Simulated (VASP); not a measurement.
# AlN (ae) (F-43m) in VASP: a series of runs

The runs below take AlN (ae) through single point, relaxation of cell and atoms, with PBE.

All numbers are computed with VASP 6.6.1; they aren't measurements. Logs are shortened: lines on timing, memory, paths and dates and some standing lists are left out, and cuts for length are marked.

## (1) The cell of the first run

Symmetry: F-43m, No. 216, cubic system. Conventional cell: a = 4.402 Å, b = 4.402 Å, c = 4.402 Å, α = 90.00°, β = 90.00°, γ = 90.00°. Within 2.5 Å of Al (site symmetry -43m) lie 4 N at 1.91 Å. N (site symmetry -43m) has 4 Al at 1.91 Å within 2.5 Å.

## (2) Single point, PBE

INCAR reads:

```
SYSTEM = AlN
ALGO = Normal ; EDIFF = 1E-6
ENCUT = 600 ; GGA = PE
GGA_COMPAT = .FALSE. ; ISIF = 2
ISMEAR = 0 ; LASPH = .TRUE.
LCHARG = .FALSE. ; LREAL = .FALSE.
LWAVE = .FALSE. ; NBANDS = 11
NELM = 120 ; PREC = Accurate
SIGMA = 0.02
```

KPOINTS reads:

```
k-points
0
G
  10 10 10
  0 0 0
```

POSCAR reads:

```
AlN
1.0
    0.0000000000      2.2011342038      2.2011342038
    2.2011342038      0.0000000000      2.2011342038
    2.2011342038      2.2011342038      0.0000000000
Al N
1 1
Direct
    0.0000000000      0.0000000000      0.0000000000
    0.7500000000      0.7500000000      0.7500000000
```

Potentials or basis: VASP PAW PBE potentials, release 64 (Al, N).

The run is started by

```console
cat potpaw_PBE.64/Al/POTCAR potpaw_PBE.64/N/POTCAR > POTCAR
mpirun -np 1 vasp_std > vasp.out
```

OUTCAR:

```text
SYSTEM = AlN
   EDIFF = 1E-6
   ENCUT = 600
   GGA = PE
   ISIF = 2
   ISMEAR = 0
   LASPH = .TRUE.
   LREAL = .FALSE.
   NELM = 120
   PREC = Accurate

 ion  position               nearest neighbor table
   1  0.000  0.000  0.000-   2 1.91   2 1.91   2 1.91   2 1.91
   2  0.750  0.750  0.750-   1 1.91   1 1.91   1 1.91   1 1.91

  LATTYP: Found a face centered cubic cell.
 ALAT       =     4.4022684076

  Lattice vectors:

 A1 = (   0.0000000000,   2.2011342038,   2.2011342038)
 A2 = (   2.2011342038,   0.0000000000,   2.2011342038)
 A3 = (   2.2011342038,   2.2011342038,   0.0000000000)

Analysis of symmetry for initial positions (statically):
=====================================================================
 Subroutine PRICEL returns:
 Original cell was already a primitive cell.

 Routine SETGRP: Setting up the symmetry group for a
 face centered cubic supercell.

 Subroutine GETGRP returns: Found 24 space group operations
 (whereof 24 operations were pure point group operations)
 out of a pool of 48 trial point group operations.

The static configuration has the point symmetry T_d .

Analysis of symmetry for dynamics (positions and initial velocities):
=====================================================================
 Subroutine PRICEL returns:
 Original cell was already a primitive cell.

 Routine SETGRP: Setting up the symmetry group for a
 face centered cubic supercell.

 Subroutine GETGRP returns: Found 24 space group operations
 (whereof 24 operations were pure point group operations)
 out of a pool of 48 trial point group operations.

The dynamic configuration has the point symmetry T_d .

 Subroutine INISYM returns: Found 24 space group operations
 (whereof 24 operations are pure point group operations),
 and found     1 'primitive' translations

----------------------------------------------------------------------------------------

                                     Primitive cell

  volume of cell :      21.3290

  direct lattice vectors                    reciprocal lattice vectors
     0.000000000  2.201134204  2.201134204    -0.227155618  0.227155618  0.227155618
     2.201134204  0.000000000  2.201134204     0.227155618 -0.227155618  0.227155618
     2.201134204  2.201134204  0.000000000     0.227155618  0.227155618 -0.227155618

  length of vectors
     3.112873844  3.112873844  3.112873844     0.393445071  0.393445071  0.393445071

  position of ions in fractional coordinates (direct lattice)
     0.000000000  0.000000000  0.000000000
     0.750000000  0.750000000  0.750000000

  ion indices of the primitive-cell ions
   primitive index   ion index
                 1           1
                 2           2

----------------------------------------------------------------------------------------

 KPOINTS: k-points

Automatic generation of k-mesh.
 Grid dimensions read from file:
 generate k-points for:   10   10   10

 Generating k-lattice:

  Cartesian coordinates                     Fractional coordinates (reciprocal lattice)
    -0.022715562  0.022715562  0.022715562     0.100000000  0.000000000  0.000000000
     0.022715562 -0.022715562  0.022715562     0.000000000  0.100000000  0.000000000
     0.022715562  0.022715562 -0.022715562     0.000000000  0.000000000  0.100000000

  Length of vectors
     0.039344507  0.039344507  0.039344507

  Shift w.r.t. Gamma in fractional coordinates (k-lattice)
     0.000000000  0.000000000  0.000000000

 Subroutine IBZKPT returns following result:
 ===========================================

 Found     47 irreducible k-points:

 Following reciprocal coordinates:
            Coordinates               Weight
  0.000000  0.000000  0.000000      1.000000
  0.100000  0.000000  0.000000      8.000000
  0.200000  0.000000  0.000000      8.000000
  0.300000  0.000000  0.000000      8.000000
  0.400000  0.000000  0.000000      8.000000
  0.500000  0.000000  0.000000      4.000000
[... 16 lines left out ...]
  0.300000  0.300000  0.000000      6.000000
  0.400000  0.300000  0.000000     24.000000
 [... further k-points ...]
   k-points           NKPTS =     47   k-points in BZ     NKDIM =     47   number of bands    NBANDS=     11
   number of dos      NEDOS =    301   number of ions     NIONS =      2
   total plane-waves  NPLWV =  21952
   dimension x,y,z NGX =    28 NGY =   28 NGZ =   28
   dimension x,y,z NGXF=    56 NGYF=   56 NGZF=   56
   ions per type =               1   1
   NGX,Y,Z   is equivalent  to a cutoff of  14.95, 14.95, 14.95 a.u.
   NGXF,Y,Z  is equivalent  to a cutoff of  29.91, 29.91, 29.91 a.u.
 SYSTEM =  AlN
   PREC   = accura    normal or accurate (medium, high low for compatibility)
   ISTART =      0    job   : 0-new  1-cont  2-samecut
   ICHARG =      2    charge: 1-file 2-atom 10-const
   ISPIN  =      1    spin polarized calculation?
   LNONCOLLINEAR =      F non collinear calculations
   LSORBIT =      F    spin-orbit coupling
   LASPH  =      T    aspherical Exc in radial PAW
   ENCUT  =  600.0 eV  44.10 Ry    6.64 a.u.   6.22  6.22  6.22*2*pi/ulx,y,z
   NELM   =    120;   NELMIN=  2; NELMDL= -5     # of ELM steps
   EDIFF  = 0.1E-05   stopping-criterion for ELM
   LREAL  =      F    real-space projection
   EDIFFG = 0.1E-04   stopping-criterion for IOM
   NSW    =      0    number of steps for IOM
   IBRION =     -1    ionic relax: 0-MD 1-quasi-New 2-CG
   NFREE  =      0    steps in history (QN), initial steepest desc. (CG)
   ISIF   =      2    stress and relaxation
   ISYM   =      2    0-nonsym 1-usesym 2-fastsym
   POTIM  = 0.5000    time-step for ionic-motion
   TEBEG  =    0.0;   TEEND  =   0.0 temperature during run
   PSTRESS=    0.0 pullay stress
   NELECT =       8.0000    total number of electrons
   NUPDOWN=      -1.0000    fix difference up-down
   EMIN   =  10.00;   EMAX   =-10.00  energy-range for DOS
   EFERMI =   0.00;   METHOD = LEGACY
   ISMEAR =     0;   SIGMA  =   0.02  broadening in eV -4-tet -1-fermi 0-gaus
   EFERMI_NEDOS =   21; number of points for ismear=-14 and -15
   IALGO  =     38    algorithm
   IMIX   =      4    mixing-type and parameters
     AMIX     =   0.40;   BMIX     =  1.00
     AMIX_MAG =   1.60;   BMIX_MAG =  1.00
  volume/ion in A,a.u.               =      10.66        71.97
  Fermi-wavevector in a.u.,A,eV,Ry     =   1.180633  2.231073 18.965088  1.393895
  Thomas-Fermi vector in A             =   2.316922
   LORBIT       =      0    0 simple, 1 ext, 2 COOP (PROOUT), +10 PAW based schemes
   GGA     = PE    functional components
   LHFCALC =     F    Hartree Fock is set to
   AEXX    =    0.0000 exact exchange contribution
   IVDW    =     0    specifies the selected vdW correction
   LEPSILON=     F    determine dielectric tensor
   LRPA    =     F    only Hartree local field effects (RPA)
 non-spin polarized calculation
 Gauss-broadening in eV      SIGMA  =   0.02
  energy-cutoff  :      600.00
  volume of cell :       21.33
 maximum number of plane-waves:       728
 NGX is ok and might be reduce to    28
   NGX = 13   NGY = 13   NGZ = 13

 number of electron       8.0000000 magnetization

 Free energy of the ion-electron system (eV)
  ---------------------------------------------------
  ext. energy  EPLUGINS =         0.00000000
  ---------------------------------------------------
  free energy    TOTEN  =       -14.84890767 eV

  energy without entropy =      -14.84890767  energy(sigma->0) =      -14.84890767

 E-fermi :   5.9366     XC(G=0): -10.8319

 val. band max:        5.7506402915   @ k =   0.0000   0.0000   0.0000
 cond. band min:       9.0560870726   @ k =   0.5000   0.5000   0.0000
 fundamental gap:      3.3054467812
 Fermi energy:         5.9365831102

 k-point     1 :       0.0000    0.0000    0.0000
  band No.  band energies     occupation
      1      -9.0961      2.00000
      2       5.7506      2.00000
      3       5.7506      2.00000
      4       5.7506      2.00000
      5       9.7405      0.00000
      6      18.0804      0.00000
      7      18.0804      0.00000
      8      18.0804      0.00000
      9      23.2520      0.00000
     10      23.2520      0.00000
     11      24.6086      0.00000

 k-point     2 :       0.1000    0.0000    0.0000
  band No.  band energies     occupation
      1      -8.9537      2.00000
      2       4.9396      2.00000
      3       5.6993      2.00000
      4       5.6993      2.00000
      5      10.4077      0.00000
      6      17.6931      0.00000
      7      18.2114      0.00000
      8      18.2114      0.00000
      9      22.0137      0.00000
     10      22.0137      0.00000
     11      23.8309      0.00000

 k-point     3 :       0.2000    0.0000    0.0000
  band No.  band energies     occupation
      1      -8.5491      2.00000
      2       3.3546      2.00000
      3       5.5713      2.00000
      4       5.5713      2.00000
      5      11.5328      0.00000
      6      16.9006      0.00000
      7      18.1606      0.00000
      8      18.1606      0.00000
      9      21.4736      0.00000
     10      21.4736      0.00000
     11      22.9547      0.00000

 k-point     4 :       0.3000    0.0000    0.0000
  band No.  band energies     occupation
      1      -7.9631      2.00000
      2       1.7409      2.00000
      3       5.4246      2.00000
      4       5.4246      2.00000
      5      12.3737      0.00000
      6      16.1614      0.00000
      7      17.5395      0.00000
      8      17.5395      0.00000
      9      22.4850      0.00000
     10      22.4850      0.00000
     11      22.7370      0.00000
[... 239 lines left out ...]
 k-point    22 :      -0.2000    0.2000    0.0000
  band No.  band energies     occupation
      1      -7.7706      2.00000
      2       2.0349      2.00000
      3       4.0858      2.00000
      4       5.4958      2.00000
      5      13.1340      0.00000
      6      15.5303      0.00000
      7      16.9341      0.00000
      8      18.0789      0.00000
      9      20.5301      0.00000
     10      23.9004      0.00000
     11      26.8334      0.00000

 k-point    23 :       0.3000    0.3000    0.0000
  band No.  band energies     occupation
      1      -7.5986      2.00000
      2       2.2662      2.00000
      3       4.5290      2.00000
      4       4.5290      2.00000
      5      11.0049      0.00000
      6      15.2868      0.00000
      7      17.3883      0.00000
      8      19.9863      0.00000
      9      19.9863      0.00000
     10      25.9041      0.00000
     11      29.1210      0.00000

 k-point    24 :       0.4000    0.3000    0.0000
  band No.  band energies     occupation
      1      -7.1525      2.00000
      2       1.6493      2.00000
      3       4.0742      2.00000
      4       4.3674      2.00000
      5      10.6140      0.00000
      6      15.1270      0.00000
      7      17.7279      0.00000
      8      20.0823      0.00000
      9      20.5742      0.00000
     10      26.7953      0.00000
     11      28.9100      0.00000

 [... further k-points ...]
[... 5 lines left out ...]
  --------------------------------------------------------------------------------------
  -------------------------------------------------------------------------------------
  Total       -0.0385268     -0.0385268     -0.0385268     -0.0000000      0.0000000      0.0000000
  in kB       -2.8940392     -2.8940392     -2.8940392     -0.0000000      0.0000000      0.0000000
  external PRESSURE =      -2.8940392 kB  Pullay stress =       0.0000000 kB

 VOLUME and BASIS-vectors are now :
 -----------------------------------------------------------------------------
  energy-cutoff  :      600.00
  volume of cell :       21.33
      direct lattice vectors                 reciprocal lattice vectors
     0.000000000  2.201134204  2.201134204    -0.227155618  0.227155618  0.227155618
     2.201134204  0.000000000  2.201134204     0.227155618 -0.227155618  0.227155618
     2.201134204  2.201134204  0.000000000     0.227155618  0.227155618 -0.227155618

 POSITION                                       TOTAL-FORCE (eV/Angst)
 -----------------------------------------------------------------------------------
      0.00000      0.00000      0.00000         0.000000      0.000000     -0.000000
      3.30170      3.30170      3.30170        -0.000000     -0.000000      0.000000
 -----------------------------------------------------------------------------------
    total drift:                               -0.000000     -0.000000     -0.000000

  FREE ENERGIE OF THE ION-ELECTRON SYSTEM (eV)
  ---------------------------------------------------
  free  energy   TOTEN  =       -14.8489076736 eV

  energy  without entropy=      -14.8489076736  energy(sigma->0) =      -14.84890767
```

It took 14 s on 1 thread of Intel Xeon Platinum 8488C (Sapphire Rapids), shared host; peak memory 0.15 GiB.

What came out:

* Free energy: -14.8489 eV
* Pressure: -0.3 GPa
* Band gap on the k mesh: 3.31 eV, indirect (least direct gap 3.99 eV)

Levels at points of the mesh, in eV from the valence-band top:
```csv
k point,band 1,band 2,band 3,band 4,band 5,band 6,band 7,band 8
"(0.00, 0.00, 0.00)",-14.85,0.00,0.00,0.00,3.99,12.33,12.33,12.33
"(0.50, 0.00, 0.00)",-12.87,-5.76,-0.48,-0.48,7.17,9.71,11.00,11.00
"(0.50, 0.50, 0.00)",-12.25,-4.83,-1.75,-1.75,3.31,8.47,13.64,15.44
```

## (3) Single point, PBE

INCAR reads:

```
PREC = Accurate
ENCUT = 600
EDIFF = 1E-6
ISMEAR = 0
SIGMA = 0.02
LREAL = False
LASPH = True
NELM = 120
ALGO = Normal
ISIF = 2
LWAVE = False
LCHARG = False
GGA = PE
NBANDS = 11
GGA_COMPAT = False
```

KPOINTS reads:

```
regular mesh
0
Gamma
  10 10 10
```

POSCAR is that of step 2.

Potentials or basis: VASP PAW PBE potentials, release 64 (Al, N).

The run is started by

```console
cat potpaw_PBE.64/Al/POTCAR potpaw_PBE.64/N/POTCAR > POTCAR
mpirun -np 1 vasp_std > vasp.out
```

Wall time 12 s (1 thread of Intel Xeon Platinum 8488C (Sapphire Rapids), shared host); peak memory 0.15 GiB.

The run converged. Its results:

* Free energy: -14.8489 eV
* Pressure: -0.3 GPa
* Band gap on the k mesh: 3.31 eV, indirect (least direct gap 3.99 eV)

Levels at points of the mesh, in eV from the valence-band top:
```
           k point  band 2  band 3  band 4  band 5  band 6  band 7
(0.00, 0.00, 0.00)    0.00    0.00    0.00    3.99   12.33   12.33
(0.50, 0.00, 0.00)   -5.76   -0.48   -0.48    7.17    9.71   11.00
(0.50, 0.50, 0.00)   -4.83   -1.75   -1.75    3.31    8.47   13.64
```

(Continued in part 2 of 2.)
